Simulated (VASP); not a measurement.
# RuAu (Pm-3m) in VASP: notebook, part 2 of 2

VASP 6.6.1. The steps go on from the part before.

### Step 6. Single point, PBE

This run uses another cell than the first one, of 15.85 Å³/atom, 1.060 times its volume.

File INCAR:

```
  PREC = Accurate
  ENCUT = 520
  EDIFF = 1E-7
  ISMEAR = 0
  SIGMA = 0.1
  LREAL = False
  LASPH = True
  NELM = 80
  ALGO = Fast
  ISIF = 2
  LWAVE = False
  LCHARG = False
  GGA = PE
  NBANDS = 20
```

File KPOINTS:

```
regular mesh
0
Gamma
  18 18 18
```

File POSCAR:

```
RuAu
1.0
    3.1648126776      0.0000000000      0.0000000000
    0.0000000000      3.1648126776      0.0000000000
    0.0000000000      0.0000000000      3.1648126776
Ru Au
1 1
Direct
    0.0000000000      0.0000000000      0.0000000000
    0.5000000000      0.5000000000      0.5000000000
```

Potentials or basis: VASP PAW PBE potentials, release 64 (Ru_pv, Au).

On the command line:

```console
$ cat potpaw_PBE.64/Ru_pv/POTCAR potpaw_PBE.64/Au/POTCAR > POTCAR
$ mpirun -np 1 vasp_std > vasp.out
```

OUTCAR:

```text
PREC = Accurate
   ENCUT = 520
   EDIFF = 1E-7
   ISMEAR = 0
   LREAL = False
   LASPH = True
   NELM = 80
   ISIF = 2
   GGA = PE

 ion  position               nearest neighbor table
   1  0.000  0.000  0.000-   2 2.74   2 2.74   2 2.74   2 2.74   2 2.74   2 2.74   2 2.74   2 2.74

   2  0.500  0.500  0.500-   1 2.74   1 2.74   1 2.74   1 2.74   1 2.74   1 2.74   1 2.74   1 2.74

  LATTYP: Found a simple cubic cell.
 ALAT       =     3.1648126776

  Lattice vectors:

 A1 = (   3.1648126776,   0.0000000000,   0.0000000000)
[... 191 lines left out ...]
      4       1.4591      2.00000
      5       3.8361      2.00000
      6       3.8361      2.00000
[... 541 lines left out ...]
     19      25.7547      0.00000
     20      25.8532      0.00000

 [... further k-points ...]
[... 5 lines left out ...]
  --------------------------------------------------------------------------------------
  -------------------------------------------------------------------------------------
  Total       -0.0585547     -0.0585547     -0.0585547     -0.0000000     -0.0000000     -0.0000000
  in kB       -2.9595658     -2.9595658     -2.9595658     -0.0000000     -0.0000000     -0.0000000
  external PRESSURE =      -2.9595658 kB  Pullay stress =       0.0000000 kB

 VOLUME and BASIS-vectors are now :
 -----------------------------------------------------------------------------
  energy-cutoff  :      520.00
  volume of cell :       31.70
      direct lattice vectors                 reciprocal lattice vectors
     3.164812678  0.000000000  0.000000000     0.315974467  0.000000000  0.000000000
     0.000000000  3.164812678  0.000000000     0.000000000  0.315974467  0.000000000
     0.000000000  0.000000000  3.164812678     0.000000000  0.000000000  0.315974467

 POSITION                                       TOTAL-FORCE (eV/Angst)
 -----------------------------------------------------------------------------------
      0.00000      0.00000      0.00000         0.000000      0.000000      0.000000
      1.58241      1.58241      1.58241         0.000000      0.000000      0.000000
 -----------------------------------------------------------------------------------
    total drift:                                0.000000      0.000000     -0.000000

  FREE ENERGIE OF THE ION-ELECTRON SYSTEM (eV)
  ---------------------------------------------------
  free  energy   TOTEN  =       -11.2524404139 eV

  energy  without entropy=      -11.2404554162  energy(sigma->0) =      -11.24644792
```

OSZICAR:

```text
N       E                     dE             d eps       ncg     rms          rms(c)
DAV:   1     0.201572026292E+03    0.20157E+03   -0.13798E+04  8808   0.124E+03
DAV:   2    -0.822370488552E+01   -0.20980E+03   -0.20401E+03  9296   0.349E+02
DAV:   3    -0.122913327385E+02   -0.40676E+01   -0.40381E+01 10468   0.516E+01
DAV:   4    -0.123108446092E+02   -0.19512E-01   -0.19497E-01  9856   0.381E+00
DAV:   5    -0.123110251027E+02   -0.18049E-03   -0.18049E-03 10220   0.368E-01    0.134E+01
RMM:   6    -0.113427081525E+02    0.96832E+00   -0.19540E+00  8838   0.999E+00    0.736E+00
RMM:   7    -0.112938204665E+02    0.48888E-01   -0.28146E-01  9186   0.404E+00    0.331E+00
RMM:   8    -0.112572003472E+02    0.36620E-01   -0.66786E-02  9316   0.191E+00    0.248E+00
RMM:   9    -0.112525132160E+02    0.46871E-02   -0.58038E-03  9688   0.597E-01    0.353E-01
RMM:  10    -0.112524286911E+02    0.84525E-04   -0.59774E-04 10079   0.166E-01    0.104E-01
RMM:  11    -0.112524366494E+02   -0.79583E-05   -0.11840E-04 10144   0.727E-02    0.503E-02
RMM:  12    -0.112524398173E+02   -0.31679E-05   -0.30071E-05 10281   0.335E-02    0.877E-03
RMM:  13    -0.112524406029E+02   -0.78559E-06   -0.77246E-06 10260   0.188E-02    0.665E-03
RMM:  14    -0.112524404722E+02    0.13075E-06   -0.19172E-06  8991   0.810E-03    0.228E-03
RMM:  15    -0.112524404139E+02    0.58323E-07   -0.38357E-07  7813   0.334E-03
   1 F= -.11252440E+02 E0= -.11246448E+02  d E =-.119850E-01
```

Wall time 85 s (1 thread of AMD EPYC 9R14 (Zen 4), shared host); peak memory 0.22 GiB.

What came out:

* Free energy: -11.2524 eV
* Pressure: -0.3 GPa

Caveat: spin-orbit coupling is left out, which moves the levels of the heavy elements.

### Step 7. Relaxation of cell and atoms, PBE

This run uses another cell than the first one, of 15.91 Å³/atom, 1.064 times its volume.

File INCAR:

```
SYSTEM = RuAu
PREC = Accurate ; ENCUT = 600
EDIFF = 1E-6 ; ISMEAR = 0
SIGMA = 0.1 ; LREAL = .FALSE.
LASPH = .TRUE. ; NELM = 100
ALGO = Fast ; ISIF = 3
LWAVE = .FALSE. ; LCHARG = .FALSE.
GGA = PE ; IBRION = 2
NSW = 100 ; EDIFFG = -0.01
```

File KPOINTS:

```
Automatic mesh
0
G
  18 18 18
  0 0 0
```

File POSCAR:

```
RuAu
1.0
    3.1688718480      0.0000000000      0.0000000000
    0.0000000000      3.1688718480      0.0000000000
    0.0000000000      0.0000000000      3.1688718480
Ru Au
1 1
Direct
    0.0000000000      0.0000000000      0.0000000000
    0.5000000000      0.5000000000      0.5000000000
```

On the command line:

```console
$ cat potpaw_PBE.64/Ru_pv/POTCAR potpaw_PBE.64/Au/POTCAR > POTCAR
$ mpirun -np 1 vasp_std > vasp.out
```

Run time: 3.7 min. Hardware: 1 thread of AMD EPYC 9R14 (Zen 4), shared host; peak memory 0.26 GiB.

It converged, with:

```
Free energy                            : -11.2528 eV
Relaxed volume                         : 15.83 Å³/atom
Relaxed cell                           : a = 3.163 Å, b = 3.163 Å, c = 3.163 Å, α = 90.00°, β = 90.00°, γ = 90.00°
Space group after relaxing (to 0.05 Å) : Pm-3m (No. 221)
Energy gained by relaxing              : 0.3 meV/atom
Ionic steps                            : 3
Pressure after relaxing                : 0.0 GPa
```

The path:
| step | energy change (eV) | largest force (eV/Å) | pressure (GPa) | volume (Å³) |
| --- | --- | --- | --- | --- |
| 1 | 0.0000 | 0.0000 | -1.05 | 31.82 |
| 2 | 0.0015 | 0.0000 | 2.15 | 31.34 |
| 3 | -0.0005 | 0.0000 | 0.01 | 31.66 |

Final structure:
```
Ru Au
1.0
     3.16345    0.00000    0.00000
     0.00000    3.16345    0.00000
     0.00000    0.00000    3.16345
Ru Au
1 1
Direct
  0.00000 0.00000 0.00000
  0.50000 0.50000 0.50000
```

Levels at points of the mesh, in eV from the Fermi level:
```
           k point  band 10  band 11  band 12  band 13  band 14  band 15
(0.00, 0.00, 0.00)    -1.06    -1.06     0.61     0.61     0.61     7.72
(0.50, 0.00, 0.00)    -2.77    -1.64    -1.61    -1.61    -0.42     1.49
(0.50, 0.50, 0.00)    -0.70     0.33     0.33     0.53     0.87     0.87
(0.50, 0.50, 0.50)    -2.64    -2.64     0.59     0.59     3.50     8.71
```

Caveat: spin-orbit coupling is left out, which moves the levels of the heavy elements.

### Step 8. Summary

```tsv
task	spin	cell	k mesh	cutoff (eV)	gap on the mesh (eV)	pressure (GPa)	relaxed volume (Å³/atom)
single point	off	a = 3.104 Å, 2 atoms	6 × 6 × 6	520	none	14.4	-
single point	off	a = 3.169 Å, 2 atoms	6 × 6 × 6	520	none	-0.5	-
relaxation of cell and atoms	off	relaxed from a = 3.104 Å, 2 atoms	6 × 6 × 6	600	none	-0.1	15.88
single point	collinear, ferromagnetic start	a = 3.169 Å, 2 atoms	6 × 6 × 6	520	none	-0.5	-
single point	off	a = 3.165 Å, 2 atoms	18 × 18 × 18	520	none	-0.3	-
relaxation of cell and atoms	off	relaxed from a = 3.169 Å, 2 atoms	18 × 18 × 18	600	none	0.0	15.83
```

Alike in all rows: level PBE; potentials or basis VASP PAW PBE potentials, release 64 (Ru_pv, Au); smearing gaussian 0.1 eV.

Caveats: spin-orbit coupling is left out, which moves the levels of the heavy elements.

Absolute energies hang on the potentials; compare differences alone.
